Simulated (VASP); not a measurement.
# PbS (Fm-3m) in VASP: notebook

The runs below take PbS through single point, relaxation of cell and atoms, with PBEsol-based global hybrid with 25 % exact exchange, HSE06, r2SCAN0, PBEsol.

Everything below comes from runs of VASP 6.6.1. Logs are shortened: lines on timing, memory, paths and dates and some standing lists are left out, and cuts for length are marked.

## Step 1: The cell of the first run

It takes space group Fm-3m (No. 225, cubic). Conventional cell: a = 5.931 Å, b = 5.931 Å, c = 5.931 Å, α = 90.00°, β = 90.00°, γ = 90.00°. Within 3.9 Å of Pb (site symmetry m-3m) lie 6 S at 2.97 Å. Within 3.9 Å of S (site symmetry m-3m) lie 6 Pb at 2.97 Å.

## Step 2: Single point, PBEsol-based global hybrid with 25 % exact exchange

Input file POSCAR:

```
PbS
1.0
    0.0000000000      2.9657500000      2.9657500000
    2.9657500000      0.0000000000      2.9657500000
    2.9657500000      2.9657500000      0.0000000000
Pb S
1 1
Direct
    0.0000000000      0.0000000000      0.0000000000
    0.5000000000      0.5000000000      0.5000000000
```

Input file INCAR.step1:

```
SYSTEM = PbS
  PREC = Accurate
  ENCUT = 520
  EDIFF = 1E-5
  ISMEAR = -1
  SIGMA = 0.05
  LREAL = .False.
  LASPH = .True.
  NELM = 100
  ALGO = Normal
  ISIF = 2
  LWAVE = .True.
  LCHARG = .False.
  GGA = PE
  NBANDS = 17
```

Input file INCAR.step2:

```
SYSTEM = PbS
  PREC = Accurate
  ENCUT = 520
  EDIFF = 1E-6
  ISMEAR = -1
  SIGMA = 0.05
  LREAL = .False.
  LASPH = .True.
  NELM = 100
  ALGO = Normal
  ISIF = 2
  LWAVE = .False.
  LCHARG = .False.
  GGA = PS
  LHFCALC = .True.
  AEXX = 0.25
  PRECFOCK = Normal
  ISTART = 1
  NBANDS = 17
```

Input file KPOINTS:

```
Automatic mesh
0
Gamma
  4 4 4
  0 0 0
```

Potentials or basis: VASP PAW PBE potentials, release 64 (Pb_d, S).

The run is started by

```
$ cat potpaw_PBE.64/Pb_d/POTCAR potpaw_PBE.64/S/POTCAR > POTCAR
$ cp INCAR.step1 INCAR
$ mpirun -np 1 vasp_std > vasp.out
$ cp INCAR.step2 INCAR
$ mpirun -np 1 vasp_std > vasp.out
```

OUTCAR:

```text
SYSTEM = PbS
   PREC = Accurate
   ENCUT = 520
   EDIFF = 1E-6
   ISMEAR = -1
   LREAL = .False.
   LASPH = .True.
   NELM = 100
   ISIF = 2
   GGA = PS
   LHFCALC = .True.
   AEXX = 0.25
   PRECFOCK = Normal
   ISTART = 1

 ion  position               nearest neighbor table
   1  0.000  0.000  0.000-   2 2.97   2 2.97   2 2.97   2 2.97   2 2.97   2 2.97
   2  0.500  0.500  0.500-   1 2.97   1 2.97   1 2.97   1 2.97   1 2.97   1 2.97

  LATTYP: Found a face centered cubic cell.
 ALAT       =     5.9315000000

  Lattice vectors:

 A1 = (   0.0000000000,   2.9657500000,   2.9657500000)
 A2 = (   2.9657500000,   0.0000000000,   2.9657500000)
 A3 = (   2.9657500000,   2.9657500000,   0.0000000000)

Analysis of symmetry for initial positions (statically):
=====================================================================
 Subroutine PRICEL returns:
 Original cell was already a primitive cell.

 Routine SETGRP: Setting up the symmetry group for a
 face centered cubic supercell.

 Subroutine GETGRP returns: Found 48 space group operations
 (whereof 48 operations were pure point group operations)
 out of a pool of 48 trial point group operations.

The static configuration has the point symmetry O_h .

Analysis of symmetry for dynamics (positions and initial velocities):
=====================================================================
 Subroutine PRICEL returns:
 Original cell was already a primitive cell.

 Routine SETGRP: Setting up the symmetry group for a
 face centered cubic supercell.

 Subroutine GETGRP returns: Found 48 space group operations
 (whereof 48 operations were pure point group operations)
 out of a pool of 48 trial point group operations.

The dynamic configuration has the point symmetry O_h .

 Subroutine INISYM returns: Found 48 space group operations
 (whereof 48 operations are pure point group operations),
 and found     1 'primitive' translations

----------------------------------------------------------------------------------------

                                     Primitive cell

  volume of cell :      52.1715

  direct lattice vectors                    reciprocal lattice vectors
     0.000000000  2.965750000  2.965750000    -0.168591419  0.168591419  0.168591419
     2.965750000  0.000000000  2.965750000     0.168591419 -0.168591419  0.168591419
     2.965750000  2.965750000  0.000000000     0.168591419  0.168591419 -0.168591419

  length of vectors
     4.194203873  4.194203873  4.194203873     0.292008903  0.292008903  0.292008903

  position of ions in fractional coordinates (direct lattice)
     0.000000000  0.000000000  0.000000000
     0.500000000  0.500000000  0.500000000

  ion indices of the primitive-cell ions
   primitive index   ion index
                 1           1
                 2           2

----------------------------------------------------------------------------------------

 KPOINTS: Automatic mesh

Automatic generation of k-mesh.
 Grid dimensions read from file:
 generate k-points for:    4    4    4

 Generating k-lattice:

  Cartesian coordinates                     Fractional coordinates (reciprocal lattice)
    -0.042147855  0.042147855  0.042147855     0.250000000  0.000000000  0.000000000
     0.042147855 -0.042147855  0.042147855     0.000000000  0.250000000  0.000000000
     0.042147855  0.042147855 -0.042147855     0.000000000  0.000000000  0.250000000

  Length of vectors
     0.073002226  0.073002226  0.073002226

  Shift w.r.t. Gamma in fractional coordinates (k-lattice)
     0.000000000  0.000000000  0.000000000

 Subroutine IBZKPT returns following result:
 ===========================================

 Found      8 irreducible k-points:

 Following reciprocal coordinates:
            Coordinates               Weight
  0.000000  0.000000  0.000000      1.000000
  0.250000  0.000000  0.000000      8.000000
  0.500000  0.000000  0.000000      4.000000
  0.250000  0.250000  0.000000      6.000000
  0.500000  0.250000  0.000000     24.000000
 -0.250000  0.250000  0.000000     12.000000
  0.500000  0.500000  0.000000      3.000000
 -0.250000  0.500000  0.250000      6.000000
   k-points           NKPTS =      8   k-points in BZ     NKDIM =     64   number of bands    NBANDS=     17
   number of dos      NEDOS =    301   number of ions     NIONS =      2
   total plane-waves  NPLWV =  32768
   dimension x,y,z NGX =    32 NGY =   32 NGZ =   32
   dimension x,y,z NGXF=    64 NGYF=   64 NGZF=   64
   ions per type =               1   1
   NGX,Y,Z   is equivalent  to a cutoff of  12.68, 12.68, 12.68 a.u.
   NGXF,Y,Z  is equivalent  to a cutoff of  25.37, 25.37, 25.37 a.u.
 SYSTEM =  PbS
   PREC   = accura    normal or accurate (medium, high low for compatibility)
   ISTART =      1    job   : 0-new  1-cont  2-samecut
   ICHARG =      0    charge: 1-file 2-atom 10-const
   ISPIN  =      1    spin polarized calculation?
   LNONCOLLINEAR =      F non collinear calculations
   LSORBIT =      F    spin-orbit coupling
   LASPH  =      T    aspherical Exc in radial PAW
   ENCUT  =  520.0 eV  38.22 Ry    6.18 a.u.   7.80  7.80  7.80*2*pi/ulx,y,z
   NELM   =    100;   NELMIN=  2; NELMDL=  0     # of ELM steps
   EDIFF  = 0.1E-05   stopping-criterion for ELM
   LREAL  =      F    real-space projection
   EDIFFG = 0.1E-04   stopping-criterion for IOM
   NSW    =      0    number of steps for IOM
   IBRION =     -1    ionic relax: 0-MD 1-quasi-New 2-CG
   NFREE  =      0    steps in history (QN), initial steepest desc. (CG)
   ISIF   =      2    stress and relaxation
   ISYM   =      3    0-nonsym 1-usesym 2-fastsym
   POTIM  = 0.5000    time-step for ionic-motion
   TEBEG  =    0.0;   TEEND  =   0.0 temperature during run
   PSTRESS=    0.0 pullay stress
   NELECT =      20.0000    total number of electrons
   NUPDOWN=      -1.0000    fix difference up-down
   EMIN   =  10.00;   EMAX   =-10.00  energy-range for DOS
   EFERMI =   0.00;   METHOD = LEGACY
   ISMEAR =    -1;   SIGMA  =   0.05  broadening in eV -4-tet -1-fermi 0-gaus
   EFERMI_NEDOS =   21; number of points for ismear=-14 and -15
   IALGO  =     38    algorithm
   IMIX   =      1    mixing-type and parameters
     AMIX     =   0.40;   BMIX     =  1.00
     AMIX_MAG =   1.60;   BMIX_MAG =  1.00
  volume/ion in A,a.u.               =      26.09       176.04
  Fermi-wavevector in a.u.,A,eV,Ry     =   1.189251  2.247359 19.242973  1.414319
  Thomas-Fermi vector in A             =   2.325363
   LORBIT       =      0    0 simple, 1 ext, 2 COOP (PROOUT), +10 PAW based schemes
   GGA     = PS    functional components
   LHFCALC =     T    Hartree Fock is set to
   PRECFOCK=normal    Normal, Fast or Accurate (Low or Medium for compatibility)
   ENCUT4O =  -1.0   cutoff for four orbital integrals eV
   NKREDX  =     1    reduce k-point grid by
   NKREDY  =     1    reduce k-point grid by
   NKREDZ  =     1    reduce k-point grid by
   AEXX    =    0.2500 exact exchange contribution
   HFSCREEN=    0.0000 screening length (either q_TF or 0.3 A-1)
   HFSCREENC=   0.0000 screening length for correlation (either q_TF or 0.3 A-1)
   ENCUTFOCK=  -1.0 apply spherical cutoff to Coloumb kernel
   IVDW    =     0    specifies the selected vdW correction
   LEPSILON=     F    determine dielectric tensor
   LRPA    =     F    only Hartree local field effects (RPA)
 non-spin polarized calculation
  energy-cutoff  :      520.00
  volume of cell :       52.17
 maximum number of plane-waves:      1424
  NGX = 24; NGY = 24; NGZ = 24

 number of electron      19.9999998 magnetization

 Free energy of the ion-electron system (eV)
  ---------------------------------------------------
  ext. energy  EPLUGINS =         0.00000000
  ---------------------------------------------------
  free energy    TOTEN  =       -11.94536875 eV

  energy without entropy =      -11.94536857  energy(sigma->0) =      -11.94536866

 E-fermi :   5.7742     XC(G=0):  -7.8110

 val. band max:        5.0820215055   @ k =   0.5000   0.0000   0.0000
 cond. band min:       6.4662864336   @ k =   0.5000   0.0000   0.0000
 fundamental gap:      1.3842649281
 Fermi energy:         5.7741517405

 k-point     1 :       0.0000    0.0000    0.0000
  band No.  band energies     occupation
      1     -13.5215      2.00000
      2     -13.5215      2.00000
      3     -13.5215      2.00000
      4     -13.5211      2.00000
      5     -13.5211      2.00000
      6     -10.1542      2.00000
[... 9 lines left out ...]
     16      13.1649      0.00000
     17      14.9665      0.00000

 k-point     2 :       0.2500    0.0000    0.0000
  band No.  band energies     occupation
      1     -13.5396      2.00000
      2     -13.5396      2.00000
      3     -13.5201      2.00000
      4     -13.4984      2.00000
      5     -13.4984      2.00000
      6      -9.6069      2.00000
[... 9 lines left out ...]
     16      14.4944      0.00000
     17      18.4571      0.00000

 k-point     3 :       0.5000    0.0000    0.0000
  band No.  band energies     occupation
      1     -13.5578      2.00000
      2     -13.5578      2.00000
      3     -13.5201      2.00000
      4     -13.4753      2.00000
      5     -13.4753      2.00000
      6      -8.8108      2.00000
[... 9 lines left out ...]
     16      16.9005      0.00000
     17      17.2536      0.00000

 k-point     4 :       0.2500    0.2500    0.0000
  band No.  band energies     occupation
      1     -13.5898      2.00000
      2     -13.5346      2.00000
      3     -13.5080      2.00000
      4     -13.4915      2.00000
      5     -13.4915      2.00000
      6      -9.3960      2.00000
[... 9 lines left out ...]
     16      16.7139      0.00000
     17      16.7162      0.00000

 k-point     5 :       0.5000    0.2500    0.0000
  band No.  band energies     occupation
      1     -13.6247      2.00000
      2     -13.5245      2.00000
      3     -13.5239      2.00000
      4     -13.4828      2.00000
      5     -13.4697      2.00000
      6      -8.5827      2.00000
[... 9 lines left out ...]
     16      17.5418      0.00000
     17      18.2060      0.00000

 k-point     6 :      -0.2500    0.2500    0.0000
  band No.  band energies     occupation
      1     -13.5761      2.00000
      2     -13.5437      2.00000
      3     -13.5078      2.00000
      4     -13.4922      2.00000
      5     -13.4889      2.00000
      6      -8.8740      2.00000
[... 9 lines left out ...]
     16      16.4828      0.00000
     17      17.4319      0.00000

 k-point     7 :       0.5000    0.5000    0.0000
  band No.  band energies     occupation
      1     -13.6980      2.00000
      2     -13.5478      2.00000
      3     -13.4951      2.00000
      4     -13.4597      2.00000
      5     -13.4597      2.00000
      6      -8.3137      2.00000
[... 9 lines left out ...]
     16      19.2016      0.00000
     17      19.2032      0.00000

 k-point     8 :      -0.2500    0.5000    0.2500
  band No.  band energies     occupation
      1     -13.6482      2.00000
      2     -13.5237      2.00000
      3     -13.5053      2.00000
      4     -13.5053      2.00000
      5     -13.4597      2.00000
      6      -8.2802      2.00000
[... 9 lines left out ...]
     16      18.8362      0.00000
     17      19.1963      0.00000

------------------------ aborting loop because EDIFF is reached ----------------------------------------

  FORCE on cell =-STRESS in cart. coord.  units (eV):
  Direction    XX          YY          ZZ          XY          YZ          ZX
  --------------------------------------------------------------------------------------
  -------------------------------------------------------------------------------------
  Total       -0.3731255     -0.3731255     -0.3731255      0.0000000     -0.0000000      0.0000000
  in kB      -11.4586077    -11.4586077    -11.4586077      0.0000000     -0.0000000      0.0000000
  external PRESSURE =     -11.4586077 kB  Pullay stress =       0.0000000 kB

 VOLUME and BASIS-vectors are now :
 -----------------------------------------------------------------------------
  energy-cutoff  :      520.00
  volume of cell :       52.17
      direct lattice vectors                 reciprocal lattice vectors
     0.000000000  2.965750000  2.965750000    -0.168591419  0.168591419  0.168591419
     2.965750000  0.000000000  2.965750000     0.168591419 -0.168591419  0.168591419
     2.965750000  2.965750000  0.000000000     0.168591419  0.168591419 -0.168591419

 POSITION                                       TOTAL-FORCE (eV/Angst)
 -----------------------------------------------------------------------------------
      0.00000      0.00000      0.00000        -0.000000      0.000000     -0.000000
      2.96575      2.96575      2.96575         0.000000     -0.000000      0.000000
 -----------------------------------------------------------------------------------
    total drift:                                0.000000      0.000000     -0.000000

  FREE ENERGIE OF THE ION-ELECTRON SYSTEM (eV)
  ---------------------------------------------------
  free  energy   TOTEN  =       -11.9453687548 eV

  energy  without entropy=      -11.9453685742  energy(sigma->0) =      -11.94536866
```

Wall time 7.4 min (1 thread of Intel Xeon Platinum 8259CL at 2.50GHz (Skylake/Cascade Lake), shared host); peak memory 0.19 GiB.

What came out:

```
Free energy            : -11.9454 eV
Pressure               : -1.1 GPa
Band gap on the k mesh : 1.38 eV
```

Levels at points of the mesh, in eV from the valence-band top:
| k point | band 8 | band 9 | band 10 | band 11 | band 12 | band 13 |
| --- | --- | --- | --- | --- | --- | --- |
| (0.00, 0.00, 0.00) | -2.59 | -2.59 | -2.59 | 6.71 | 6.71 | 6.71 |
| (0.50, 0.00, 0.00) | -2.16 | -2.16 | 0.00 | 1.38 | 3.11 | 3.11 |
| (0.50, 0.50, 0.00) | -5.99 | -4.01 | -4.01 | 4.95 | 7.17 | 7.27 |

Caveat: the k points lie up to 0.46 Å⁻¹ apart; the PAW data sets were made with another functional, which shifts forces and pressure a little; spin-orbit coupling is left out, which moves the levels of the heavy elements. A k mesh can miss the band edges.

## Step 3: Single point, HSE06

POSCAR is that of step 2.

Input file INCAR.step1:

```
ALGO     = Normal         # electronic algorithm
EDIFF    = 1E-5           # SCF threshold, eV
ENCUT    = 520            # plane-wave cutoff, eV
GGA      = PE             # functional
ISIF     = 2              # what is computed and relaxed
ISMEAR   = 0              # smearing method
LASPH    = True           # aspherical terms in the spheres
LREAL    = False          # projectors in reciprocal space
LWAVE    = True           # write WAVECAR
NBANDS   = 17             # bands
NELM     = 100            # most SCF steps
PREC     = Accurate       # precision mode
SIGMA    = 0.05           # smearing width, eV
```

Input file INCAR.step2:

```
ALGO     = Normal         # electronic algorithm
EDIFF    = 1E-7           # SCF threshold, eV
ENCUT    = 520            # plane-wave cutoff, eV
GGA      = PE             # functional
HFSCREEN = 0.2079         # screening, 1/A
ISIF     = 2              # what is computed and relaxed
ISMEAR   = 0              # smearing method
ISTART   = 1            
LASPH    = True           # aspherical terms in the spheres
LCHARG   = True           # write CHGCAR
LELF     = True           # ELF
LHFCALC  = True           # exact exchange
LREAL    = False          # projectors in reciprocal space
LVHAR    = True         
LWAVE    = False          # write WAVECAR
NBANDS   = 17             # bands
NELM     = 100            # most SCF steps
PREC     = Accurate       # precision mode
PRECFOCK = Normal       
SIGMA    = 0.05           # smearing width, eV
```

Input file KPOINTS:

```
k-points
0
Gamma
  4 4 4
```

Potentials or basis: VASP PAW PBE potentials, release 64 (Pb_d, S).

The run is started by

```
$ cat potpaw_PBE.64/Pb_d/POTCAR potpaw_PBE.64/S/POTCAR > POTCAR
$ cp INCAR.step1 INCAR
$ mpirun -np 1 vasp_std > vasp.out
$ cp INCAR.step2 INCAR
$ mpirun -np 1 vasp_std > vasp.out
```

Wall time 3.8 min (1 thread of Intel Xeon 6975P-C (Granite Rapids), shared host); peak memory 0.28 GiB.

The run converged. Its results:

```
Free energy            : -10.3902 eV
Pressure               : 1.1 GPa
Band gap on the k mesh : 0.80 eV
```

Levels at points of the mesh, in eV from the valence-band top:
| k point | band 8 | band 9 | band 10 | band 11 | band 12 | band 13 |
| --- | --- | --- | --- | --- | --- | --- |
| (0.00, 0.00, 0.00) | -2.55 | -2.55 | -2.55 | 6.04 | 6.04 | 6.04 |
| (0.50, 0.00, 0.00) | -2.15 | -2.15 | 0.00 | 0.80 | 2.48 | 2.48 |
| (0.50, 0.50, 0.00) | -5.86 | -3.94 | -3.94 | 4.36 | 6.47 | 6.58 |

Caveat: the k points lie up to 0.46 Å⁻¹ apart; the PAW data sets were made with another functional, which shifts forces and pressure a little; spin-orbit coupling is left out, which moves the levels of the heavy elements. A k mesh can miss the band edges.

## Step 4: Single point, r2SCAN0

POSCAR is that of step 3.

Input file INCAR.step1:

```
SYSTEM = PbS
  ALGO = Normal
  EDIFF = 1E-5
  ENCUT = 520
  GGA = PE
  ISIF = 2
  ISMEAR = 0
  LASPH = .TRUE.
  LCHARG = .FALSE.
  LREAL = .FALSE.
  LWAVE = .TRUE.
  NBANDS = 17
  NELM = 60
  PREC = Accurate
  SIGMA = 0.01
```

Input file INCAR.step2:

```
SYSTEM = PbS
  AEXX = 0.25
  ALGO = Normal
  EDIFF = 1E-7
  ENCUT = 520
  ISIF = 2
  ISMEAR = 0
  ISTART = 1
  LASPH = .TRUE.
  LCHARG = .FALSE.
  LHFCALC = .TRUE.
  LMIXTAU = .TRUE.
  LREAL = .FALSE.
  LWAVE = .FALSE.
  METAGGA = R2SCAN
  NBANDS = 17
  NELM = 60
  PREC = Accurate
  PRECFOCK = Normal
  SIGMA = 0.01
```

Input file KPOINTS:

```
k-points
0
G
  4 4 4
  0 0 0
```

The run is started by

```
$ cat potpaw_PBE.64/Pb_d/POTCAR potpaw_PBE.64/S/POTCAR > POTCAR
$ cp INCAR.step1 INCAR
$ mpirun -np 1 vasp_std > vasp.out
$ cp INCAR.step2 INCAR
$ mpirun -np 1 vasp_std > vasp.out
```

It took 14 min on 1 thread of Intel Xeon 8259CL, shared host; peak memory 0.2 GiB.

Results (log left out):

```
Free energy            : -54.4371 eV
Pressure               : 0.7 GPa
Band gap on the k mesh : 1.66 eV
```

Levels at points of the mesh, in eV from the valence-band top:
```
           k point  band 8  band 9  band 10  band 11  band 12  band 13
(0.00, 0.00, 0.00)   -2.68   -2.68    -2.68     7.00     7.00     7.00
(0.50, 0.00, 0.00)   -2.25   -2.25     0.00     1.66     3.32     3.32
(0.50, 0.50, 0.00)   -6.05   -4.09    -4.09     5.26     7.50     7.58
```

Caveat: the k points lie up to 0.46 Å⁻¹ apart; the PAW data sets were made with another functional, which shifts forces and pressure a little; spin-orbit coupling is left out, which moves the levels of the heavy elements. A k mesh can miss the band edges.

[end of part 1 of 2]
